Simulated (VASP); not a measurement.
# MgI2 (P-3m1) in VASP: further runs

MgI2 is run at these levels: PBE; tasks: single point.

All numbers are computed with VASP 6.6.1; they aren't measurements. Logs are shortened: lines on timing, memory, paths and dates and some standing lists are left out, and cuts for length are marked.

## Step 1: The cell of the first run

It takes space group P-3m1 (No. 164, trigonal). The conventional cell has a = 4.230 Å, b = 4.230 Å, c = 7.853 Å, α = 90.00°, β = 90.00°, γ = 120.00°. Within 4.0 Å of Mg (site symmetry -3m) lie 6 I at 3.05 Å. Within 4.0 Å of I (site symmetry 3m) lie 3 Mg at 3.05 Å.

## Step 2: Single point, PBE

Input file INCAR:

```
ALGO = Normal ; EDIFF = 1E-6
ENCUT = 520 ; GGA = PE
ISIF = 2 ; ISMEAR = 0
LASPH = T ; LCHARG = F
LREAL = F ; LWAVE = F
NBANDS = 15 ; NELM = 60
PREC = Accurate ; SIGMA = 0.05
```

Input file KPOINTS:

```
k-points
0
Gamma
  6 6 4
```

Input file POSCAR:

```
MgI2
1.0
    4.2295124603      0.0000000000      0.0000000000
   -2.1147562301      3.6628652362      0.0000000000
    0.0000000000      0.0000000000      7.8531465561
Mg I
1 2
Direct
    0.0000000000      0.0000000000      0.0000000000
    0.3333333333      0.6666666667      0.7666648737
    0.6666666667      0.3333333333      0.2333351263
```

Potentials or basis: VASP PAW PBE potentials, release 64 (Mg, I).

Run with:

```console
cat potpaw_PBE.64/Mg/POTCAR potpaw_PBE.64/I/POTCAR > POTCAR
mpirun -np 1 vasp_std > vasp.out
```

OUTCAR:

```text
EDIFF = 1E-6
   ENCUT = 520
   GGA = PE
   ISIF = 2
   ISMEAR = 0
   LASPH = T
   LREAL = F
   NELM = 60
   PREC = Accurate

 ion  position               nearest neighbor table
   1  0.000  0.000  0.000-   2 3.05   3 3.05   2 3.05   3 3.05   3 3.05   2 3.05
   2  0.333  0.667  0.767-   1 3.05   1 3.05   1 3.05
   3  0.667  0.333  0.233-   1 3.05   1 3.05   1 3.05

  LATTYP: Found a hexagonal cell.
 ALAT       =     4.2295124603
 C/A-ratio  =     1.8567498334

  Lattice vectors:

 A1 = (   4.2295124603,   0.0000000000,   0.0000000000)
 A2 = (  -2.1147562301,   3.6628652362,   0.0000000000)
 A3 = (   0.0000000000,   0.0000000000,   7.8531465561)

Analysis of symmetry for initial positions (statically):
[... 33 lines left out ...]
                                     Primitive cell

  volume of cell :     121.6620

  direct lattice vectors                    reciprocal lattice vectors
     4.229512460  0.000000000  0.000000000     0.236433870  0.136505159  0.000000000
    -2.114756230  3.662865236  0.000000000     0.000000000  0.273010317  0.000000000
     0.000000000  0.000000000  7.853146556     0.000000000  0.000000000  0.127337494

  length of vectors
     4.229512460  4.229512460  7.853146556     0.273010317  0.273010317  0.127337494

  position of ions in fractional coordinates (direct lattice)
     0.000000000  0.000000000  0.000000000
     0.333333333  0.666666667  0.766664874
     0.666666667  0.333333333  0.233335126

  ion indices of the primitive-cell ions
   primitive index   ion index
                 1           1
                 2           2
                 3           3

----------------------------------------------------------------------------------------

 KPOINTS: k-points

Automatic generation of k-mesh.
 Grid dimensions read from file:
 generate k-points for:    6    6    4

 Generating k-lattice:

  Cartesian coordinates                     Fractional coordinates (reciprocal lattice)
     0.039405645  0.022750860  0.000000000     0.166666667  0.000000000  0.000000000
     0.000000000  0.045501720  0.000000000     0.000000000  0.166666667  0.000000000
     0.000000000  0.000000000  0.031834373     0.000000000  0.000000000  0.250000000

  Length of vectors
     0.045501720  0.045501720  0.031834373

  Shift w.r.t. Gamma in fractional coordinates (k-lattice)
[... 9 lines left out ...]
  0.000000  0.000000  0.000000      1.000000
  0.166667  0.000000  0.000000      6.000000
  0.333333  0.000000  0.000000      6.000000
  0.500000  0.000000  0.000000      3.000000
  0.166667  0.166667  0.000000      6.000000
  0.333333  0.166667  0.000000     12.000000
[... 22 lines left out ...]
   dimension x,y,z NGXF=    64 NGYF=   64 NGZF=  120
   ions per type =               1   2
   NGX,Y,Z   is equivalent  to a cutoff of  12.58, 12.58, 12.70 a.u.
   NGXF,Y,Z  is equivalent  to a cutoff of  25.16, 25.16, 25.40 a.u.
 SYSTEM =  unknown system
   PREC   = accura    normal or accurate (medium, high low for compatibility)
   ISTART =      0    job   : 0-new  1-cont  2-samecut
   ICHARG =      2    charge: 1-file 2-atom 10-const
   ISPIN  =      1    spin polarized calculation?
   LNONCOLLINEAR =      F non collinear calculations
   LSORBIT =      F    spin-orbit coupling
   LASPH  =      T    aspherical Exc in radial PAW
   ENCUT  =  520.0 eV  38.22 Ry    6.18 a.u.   7.86  7.86 14.60*2*pi/ulx,y,z
   NELM   =     60;   NELMIN=  2; NELMDL= -5     # of ELM steps
   EDIFF  = 0.1E-05   stopping-criterion for ELM
   LREAL  =      F    real-space projection
   EDIFFG = 0.1E-04   stopping-criterion for IOM
   NSW    =      0    number of steps for IOM
   IBRION =     -1    ionic relax: 0-MD 1-quasi-New 2-CG
[... 14 lines left out ...]
     AMIX     =   0.40;   BMIX     =  1.00
     AMIX_MAG =   1.60;   BMIX_MAG =  1.00
  volume/ion in A,a.u.               =      40.55       273.67
  Fermi-wavevector in a.u.,A,eV,Ry     =   0.832524  1.573241  9.430135  0.693095
  Thomas-Fermi vector in A             =   1.945594
   LORBIT       =      0    0 simple, 1 ext, 2 COOP (PROOUT), +10 PAW based schemes
   GGA     = PE    functional components
[... 6 lines left out ...]
 Gauss-broadening in eV      SIGMA  =   0.05
  energy-cutoff  :      520.00
  volume of cell :      121.66
 maximum number of plane-waves:      3312
   NGX = 15   NGY = 15   NGZ = 29

 number of electron      15.9999997 magnetization

 Free energy of the ion-electron system (eV)
  ---------------------------------------------------
  ext. energy  EPLUGINS =         0.00000000
  ---------------------------------------------------
  free energy    TOTEN  =        -7.61427243 eV

  energy without entropy =       -7.61427243  energy(sigma->0) =       -7.61427243

 E-fermi :   1.2284     XC(G=0):  -7.4755

 val. band max:        0.9577012989   @ k =   0.0000   0.0000   0.0000
 cond. band min:       4.1529412007   @ k =   0.0000   0.0000   0.0000
 fundamental gap:      3.1952399017
 Fermi energy:         1.2283956298

 k-point     1 :       0.0000    0.0000    0.0000
  band No.  band energies     occupation
      1     -10.6765      2.00000
      2     -10.3082      2.00000
      3      -2.1331      2.00000
      4       0.4361      2.00000
      5       0.7599      2.00000
      6       0.7599      2.00000
      7       0.9577      2.00000
      8       0.9577      2.00000
      9       4.1529      0.00000
     10       5.8490      0.00000
     11       7.6714      0.00000
     12       7.6714      0.00000
     13       7.8968      0.00000
     14       9.1655      0.00000
     15       9.1655      0.00000

 k-point     2 :       0.1667    0.0000    0.0000
  band No.  band energies     occupation
      1     -10.5649      2.00000
      2     -10.2355      2.00000
      3      -1.9777      2.00000
      4      -0.1297      2.00000
      5       0.1910      2.00000
      6       0.4396      2.00000
      7       0.5090      2.00000
      8       0.8721      2.00000
      9       4.8518      0.00000
     10       6.3681      0.00000
     11       6.9968      0.00000
     12       7.9181      0.00000
     13       8.0247      0.00000
     14       8.9544      0.00000
     15       9.2436      0.00000

 k-point     3 :       0.3333    0.0000    0.0000
  band No.  band energies     occupation
      1     -10.3094      2.00000
      2     -10.0940      2.00000
      3      -1.8676      2.00000
      4      -1.2368      2.00000
      5      -0.6772      2.00000
      6       0.1358      2.00000
      7       0.3306      2.00000
      8       0.6462      2.00000
      9       4.7297      0.00000
     10       6.0990      0.00000
     11       6.8144      0.00000
     12       7.7142      0.00000
     13       7.9018      0.00000
     14       8.8402      0.00000
     15       9.9081      0.00000

 k-point     4 :       0.5000    0.0000    0.0000
  band No.  band energies     occupation
      1     -10.1455      2.00000
      2     -10.0427      2.00000
      3      -2.1735      2.00000
      4      -1.5795      2.00000
      5      -0.5873      2.00000
      6      -0.0211      2.00000
      7       0.1212      2.00000
      8       0.5329      2.00000
      9       4.3205      0.00000
     10       6.0867      0.00000
     11       6.4556      0.00000
     12       7.6687      0.00000
     13       7.7841      0.00000
     14       9.3838      0.00000
     15       9.7419      0.00000
[... 307 lines left out ...]
 k-point    22 :       0.1667    0.1667    0.5000
  band No.  band energies     occupation
      1     -10.3452      2.00000
      2     -10.1659      2.00000
      3      -1.7420      2.00000
      4      -0.8971      2.00000
      5      -0.3883      2.00000
      6       0.0096      2.00000
      7       0.2672      2.00000
      8       0.4192      2.00000
      9       5.0990      0.00000
     10       6.6530      0.00000
     11       7.1953      0.00000
     12       7.5738      0.00000
     13       8.1831      0.00000
     14       8.5415      0.00000
     15       9.3127      0.00000

 k-point    23 :       0.3333    0.1667    0.5000
  band No.  band energies     occupation
      1     -10.1368      2.00000
      2     -10.0540      2.00000
      3      -1.9927      2.00000
      4      -1.4839      2.00000
      5      -0.5939      2.00000
      6      -0.3726      2.00000
      7       0.1411      2.00000
      8       0.2856      2.00000
      9       4.6968      0.00000
     10       6.2811      0.00000
     11       6.8727      0.00000
     12       7.6798      0.00000
     13       7.8587      0.00000
     14       9.1119      0.00000
     15      10.1043      0.00000

 k-point    24 :       0.3333    0.3333    0.5000
  band No.  band energies     occupation
      1     -10.0401      2.00000
      2     -10.0401      2.00000
      3      -1.7830      2.00000
      4      -1.2558      2.00000
      5      -1.2558      2.00000
      6      -0.9207      2.00000
      7       0.2095      2.00000
      8       0.2095      2.00000
      9       4.9230      0.00000
     10       6.4240      0.00000
     11       6.4240      0.00000
     12       8.0332      0.00000
     13       9.1657      0.00000
     14       9.5502      0.00000
     15       9.7186      0.00000

------------------------ aborting loop because EDIFF is reached ----------------------------------------

  FORCE on cell =-STRESS in cart. coord.  units (eV):
  Direction    XX          YY          ZZ          XY          YZ          ZX
  --------------------------------------------------------------------------------------
  -------------------------------------------------------------------------------------
  Total       -1.0727972     -1.0727972     -2.4862504     -0.0000000      0.0000000      0.0000000
  in kB      -14.1277588    -14.1277588    -32.7416454     -0.0000000      0.0000000      0.0000000
  external PRESSURE =     -20.3323877 kB  Pullay stress =       0.0000000 kB

 VOLUME and BASIS-vectors are now :
 -----------------------------------------------------------------------------
  energy-cutoff  :      520.00
  volume of cell :      121.66
      direct lattice vectors                 reciprocal lattice vectors
     4.229512460  0.000000000  0.000000000     0.236433870  0.136505159  0.000000000
    -2.114756230  3.662865236  0.000000000     0.000000000  0.273010317  0.000000000
     0.000000000  0.000000000  7.853146556     0.000000000  0.000000000  0.127337494

 POSITION                                       TOTAL-FORCE (eV/Angst)
 -----------------------------------------------------------------------------------
      0.00000      0.00000      0.00000         0.000000      0.000000      0.000000
     -0.00000      2.44191      6.02073         0.000000     -0.000000      0.697128
      2.11476      1.22096      1.83241        -0.000000      0.000000     -0.697128
 -----------------------------------------------------------------------------------
    total drift:                                0.000000     -0.000000     -0.000000

  FREE ENERGIE OF THE ION-ELECTRON SYSTEM (eV)
  ---------------------------------------------------
  free  energy   TOTEN  =        -7.6142724316 eV

  energy  without entropy=       -7.6142724316  energy(sigma->0) =       -7.61427243
```

Wall time 20 s (1 thread of AMD EPYC 9R45 (Zen 5), shared host); peak memory 0.22 GiB.

Results:

```
Free energy            : -7.6143 eV
Pressure               : -2.0 GPa
Largest force          : 0.697 eV/Å
Band gap on the k mesh : 3.20 eV, direct
```

Forces on the atoms (eV/Å):
```
Mg   0.000  0.000  0.000
I    0.000  0.000  0.697
I    0.000  0.000 -0.697
```

Caveat: spin-orbit coupling is left out, which moves the levels of the heavy elements; this functional lacks dispersion, which binds the layers, so the pressure and a relaxed spacing across them are unreliable. A k mesh can miss the band edges.

## Step 3: Single point, PBE

Input file INCAR:

```
PREC = Accurate
ENCUT = 520
EDIFF = 1E-7
ISMEAR = 0
SIGMA = 0.05
LREAL = False
LASPH = True
NELM = 100
ALGO = Normal
ISIF = 2
LWAVE = False
LCHARG = False
GGA = PE
NBANDS = 15
```

Input file KPOINTS:

```
regular mesh
0
Gamma
  6 6 4
```

Input file POSCAR:

```
MgI2
1.0
    4.2295124603      0.0000000000      0.0000000000
   -2.1147562301      3.6628652362      0.0000000000
    0.0000000000      0.0000000000      7.8531465561
Mg I
1 2
Direct
    0.0000000000      0.0000000000      0.0000000000
    0.3333333333      0.6666666667      0.7973879295
    0.6666666667      0.3333333333      0.2026120705
```

Potentials or basis: VASP PAW PBE potentials, release 64 (Mg, I).

Run with:

```console
cat potpaw_PBE.64/Mg/POTCAR potpaw_PBE.64/I/POTCAR > POTCAR
mpirun -np 1 vasp_std > vasp.out
```

Wall time 23 s (1 thread of AMD EPYC 9R45 (Zen 5), shared host); peak memory 0.22 GiB.

It converged, with:

* Free energy: -7.7123 eV
* Pressure: 0.8 GPa
* Largest force: 0.360 eV/Å
* Band gap on the k mesh: 3.76 eV, indirect (least direct gap 3.88 eV)

Forces in eV/Å, atoms in the order of the input:
```
Mg   0.000  0.000  0.000
I    0.000  0.000 -0.360
I    0.000  0.000  0.360
```

Stress tensor (GPa, compression positive):
```
0.46 0.00 0.00
0.00 0.46 0.00
0.00 0.00 1.48
```

Levels at points of the mesh, in eV from the valence-band top:
| k point | band 6 | band 7 | band 8 | band 9 | band 10 | band 11 |
| --- | --- | --- | --- | --- | --- | --- |
| (0.00, 0.00, 0.00) | -0.10 | 0.00 | 0.00 | 3.88 | 4.89 | 6.64 |
| (0.50, 0.00, 0.00) | -1.20 | -0.47 | -0.33 | 3.77 | 5.60 | 6.05 |
| (0.00, 0.00, 0.50) | -0.34 | -0.01 | -0.01 | 4.42 | 4.90 | 6.61 |
| (0.50, 0.00, 0.50) | -1.03 | -0.47 | -0.37 | 3.76 | 5.63 | 5.97 |

Caveat: spin-orbit coupling is left out, which moves the levels of the heavy elements; this functional lacks dispersion, which binds the layers, so the pressure and a relaxed spacing across them are unreliable. A k mesh can miss the band edges.

(Part 1 of 2 ends here.)
